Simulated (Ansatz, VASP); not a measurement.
# One calculation of Ca3Si2N, two programs

```xyz
6
Lattice="3.8756 0.0000 0.0000 0.0000 3.8756 0.0000 0.0000 0.0000 8.9410" Properties=species:S:1:pos:R:3 pbc="T T T"
Ca    1.9378    1.9378    0.0000
Ca    0.0000    1.9378    3.2215
Ca    1.9378    0.0000    5.7195
Si    0.0000    1.9378    6.6895
Si    1.9378    0.0000    2.2515
N     0.0000    0.0000    0.0000
```

Change from the starting cell: species swapped into the Zr2CuSb3 type (P-4m2, No. 115).

Alike in both runs: functional PBE; k mesh 10 × 10 × 4; occupations gaussian, width 0.1 eV; no spin polarisation.

Ansatz relaxed the structure, and its values are those at the end. VASP's run is a single point on that final structure, the one shown.

```csv
,VASP,Ansatz
version,VASP 6.6.1,Ansatz 0.2.0
potentials or method,"VASP PAW PBE potentials, release 64 (Ca_sv, Si, N), cutoff 520 eV","scalar-relativistic, plane waves, PAW"
valence electrons in the cell,43,43
```

VASP gave:

```
gap on the k mesh at the Fermi level (eV) : none
pressure (GPa)                            : 0.1
```

Question: What did Ansatz give for the same quantities?

Answer: gap on the k mesh at the Fermi level (eV): none; pressure (GPa): 0.0.

A gap of «none» marks a metal or a gap that the smearing closes.
